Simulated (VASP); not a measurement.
A run of VASP 6.6.1 is set up as follows.

INCAR

```
  PREC = Accurate
  ENCUT = 500
  EDIFF = 1E-6
  ISMEAR = 0
  SIGMA = 0.01
  LREAL = F
  LASPH = T
  NELM = 120
  ALGO = Normal
  ISIF = 2
  LWAVE = F
  LCHARG = F
  GGA = PE
  NBANDS = 20
  GGA_COMPAT = F
```

File KPOINTS:

```
regular mesh
0
Gamma
  6 6 4
```

File POSCAR:

```
SnS2
1.0
    3.5392507386      0.0000000000      0.0000000000
   -1.7696253693      3.0650810457      0.0000000000
    0.0000000000      0.0000000000      5.7071512323
Sn S
1 2
Direct
    0.0000000000      0.0000000000      0.0000000000
    0.3333333333      0.6666666667      0.2500000000
    0.6666666667      0.3333333333      0.7500000000
```

Potentials or basis: VASP PAW PBE potentials, release 64 (Sn_d, S).

Command:

```sh
$ cat potpaw_PBE.64/Sn_d/POTCAR potpaw_PBE.64/S/POTCAR > POTCAR
$ mpirun -np 1 vasp_std > vasp.out
```

Problem. Predict the largest force.

Solution. 1.184 eV/Å.

Problem. Estimate the band gap on the k mesh.

Solution. 1.64 eV, indirect (least direct gap 2.16 eV).

Problem. What does it give for the pressure?

Solution. 13.3 GPa.

Forces on the atoms (eV/Å):
```
Sn   0.000  0.000  0.000
S    0.000  0.000  1.184
S    0.000  0.000 -1.184
```

Caveat: spin-orbit coupling is left out, which moves the levels of the heavy elements; this functional lacks dispersion, which binds the layers, so the pressure and a relaxed spacing across them are unreliable; forces of over 1 eV/Å act on the atoms, so gaps and moduli don't describe the material at rest. A k mesh can miss the band edges.
